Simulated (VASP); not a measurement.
Here is a VASP 6.6.1 calculation.

INCAR

```
PREC = Accurate
ENCUT = 520
EDIFF = 1E-6
ISMEAR = -1
SIGMA = 0.01
LREAL = Auto
LASPH = T
NELM = 60
ALGO = Normal
ISIF = 2
LWAVE = F
LCHARG = F
GGA = PE
NELECT = 136.0
NBANDS = 90
```

Contents of KPOINTS:

```
Automatic mesh
0
Gamma
  2 2 2
  0.5 0.5 0.5
```

POSCAR

```
Mg16O16F
1.0
   -4.2543812300      4.2543812300      4.2543812300
    4.2543812300     -4.2543812300      4.2543812300
    4.2543812300      4.2543812300     -4.2543812300
Mg O F
16 16 1
Direct
    0.0033186000      0.0034525800      0.0026579300
   -0.0061278500      0.2470620900      0.7494255500
   -0.0062129700      0.4987224900      0.4977975200
    0.0034211600      0.7519930200      0.2542779000
    0.2469339200     -0.0060083500      0.7493858700
    0.2404071100      0.2405131100      0.4910818700
    0.2469307800      0.4986875000      0.2445646200
    0.2453307100      0.7502916100      0.0009883600
    0.4985541800     -0.0061392800      0.4977805400
    0.4985220900      0.2470388900      0.2444993000
    0.4987162900      0.4988908800      0.0079129500
    0.4984925200      0.7572569700      0.7495093900
    0.7518700000      0.0036409500      0.2543697700
    0.7501683100      0.2455359600      0.0010001200
    0.7569381800      0.4984315500      0.7492888100
    0.7500866400      0.7502038300      0.4962230400
    0.0030905500      0.0032374400      0.5079566800
    0.0030186100      0.2571868300      0.2538765700
   -0.0059204500      0.4986891700      0.0033533000
   -0.0059957300      0.7526063700      0.7494112300
    0.2569805600      0.0031276900      0.2538397700
    0.2445815000      0.2447308100     -0.0090731300
    0.1994126800      0.4987228400      0.7493952300
    0.2446070600      0.7403305900      0.4954887700
    0.4985193000     -0.0057193100      0.0033474300
    0.4985870000      0.1996231100      0.7493348100
    0.4983765600      0.4984624400      0.4500424600
    0.4985291600      0.7526667700      0.2449851900
    0.7524585800     -0.0058156900      0.7494113000
    0.7401480900      0.2447072200      0.4954300200
    0.7525252800      0.4987127600      0.2449700100
    0.7978441600      0.7980895900      0.0489284800
    0.4988476400      0.4990596600      0.7495897500
```

Potentials or basis: VASP PAW PBE potentials, release 64 (Mg, O, F).

Command:

```bash
$ cat potpaw_PBE.64/Mg/POTCAR potpaw_PBE.64/O/POTCAR potpaw_PBE.64/F/POTCAR > POTCAR
$ mpirun -np 1 vasp_std > vasp.out
```

Problem. What does it give for the largest force?

Solution. 0.021 eV/Å.

Forces on the atoms (eV/Å):
```
Mg   0.001  0.000  0.003
Mg   0.004 -0.004 -0.003
Mg   0.003 -0.003 -0.002
Mg   0.001  0.004  0.000
Mg  -0.001  0.003 -0.002
Mg   0.003  0.002  0.000
Mg  -0.001 -0.002  0.001
Mg   0.003 -0.002 -0.002
Mg  -0.002  0.001 -0.001
Mg  -0.001  0.000  0.001
Mg  -0.003 -0.004  0.001
Mg  -0.005  0.003 -0.002
Mg   0.003  0.000  0.000
Mg  -0.002  0.001 -0.002
Mg   0.007 -0.004 -0.001
Mg   0.000 -0.002  0.002
O   -0.006 -0.005 -0.015
O   -0.003 -0.015 -0.004
O   -0.006  0.019  0.005
O   -0.006  0.006  0.019
O   -0.016 -0.002 -0.004
O    0.006  0.006 -0.016
O   -0.012  0.011  0.010
O    0.004 -0.017  0.005
O    0.017 -0.005  0.005
O    0.010 -0.011  0.008
O    0.012  0.011 -0.010
O    0.016  0.004 -0.003
O    0.004 -0.004  0.019
O   -0.018  0.005  0.005
O    0.003  0.017 -0.004
O   -0.014 -0.012 -0.010
F   -0.002  0.000 -0.004
```

Caveat: the cell carries a net charge on a neutralising background, which shifts energy and pressure.
